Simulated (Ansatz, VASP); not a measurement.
Two plane-wave programs on KMgF3

INCAR

```
  PREC = Accurate
  ENCUT = 600
  EDIFF = 1E-6
  ISMEAR = -1
  SIGMA = 0.02
  LREAL = False
  LASPH = True
  NELM = 80
  ALGO = Normal
  ISIF = 3
  LWAVE = False
  LCHARG = False
  GGA = PS
  IBRION = 2
  NSW = 80
  EDIFFG = -0.01
```

File KPOINTS:

```
Automatic mesh
0
Gamma
  8 8 8
```

POSCAR

```
KMgF3
1.0
    3.9859000000      0.0000000000      0.0000000000
    0.0000000000      3.9859000000      0.0000000000
    0.0000000000      0.0000000000      3.9859000000
K Mg F
1 1 3
Direct
    0.5000000000      0.5000000000      0.5000000000
    0.0000000000      0.0000000000      0.0000000000
    0.5000000000      0.0000000000      0.0000000000
    0.0000000000      0.5000000000      0.0000000000
    0.0000000000      0.0000000000      0.5000000000
```

Input for Ansatz:

```yaml
crystal:
  lattice:
    - [3.9859, 0.0, 0.0]
    - [0.0, 3.9859, 0.0]
    - [0.0, 0.0, 3.9859]
  atoms:
    - { symbol: K, position: [0.5, 0.5, 0.5] }
    - { symbol: Mg, position: [0.0, 0.0, 0.0] }
    - { symbol: F, position: [0.5, 0.0, 0.0] }
    - { symbol: F, position: [0.0, 0.5, 0.0] }
    - { symbol: F, position: [0.0, 0.0, 0.5] }
  symmetry: { tolerance: 0.0003 }
hamiltonian:
  xc: pbesol
  pseudopotentials: { kind: paw, azcp: { folder: soft_1 } }
basis:
  ecutwfc: 420
magnetization:
  spin_polarized: false
scf:
  occupations: { method: fermi_dirac, width: 0.02 }
kpoints:
  mp_grid: { grid: [8, 8, 8], shift: [0, 0, 0] }
output:
  forces: true
  stress: true
  eigenvalues: true
relax:
  max_steps: 60
  cell: {}
```

Alike in both runs: task relaxation of cell and atoms; functional PBEsol; k mesh 8 × 8 × 8; occupations fermi-dirac, width 0.02 eV; no spin polarisation.

```csv
,VASP,Ansatz
version,VASP 6.6.1,Ansatz 0.2.0
potentials or method,"VASP PAW PBE potentials, release 64 (K_sv, Mg, F), cutoff 600 eV",PAW plane waves
valence electrons in the cell,32,40
```

```tsv
	VASP	Ansatz	Ansatz less VASP
gap on the k mesh at the Fermi level, each at its own relaxed structure (eV)	7.14	7.11	-0.026
relaxed volume (Å³/atom)	12.64	12.72	+0.081
relaxed length of the cell vector where the two differ most in proportion (Å)	3.983	3.992	+0.0085
```

VASP's potentials were made for PBE, not for PBEsol, and Ansatz warns of the same on its side. VASP's potentials hold 32 valence electrons a cell and Ansatz's 40, so a difference there can come from the potentials and not from the codes.
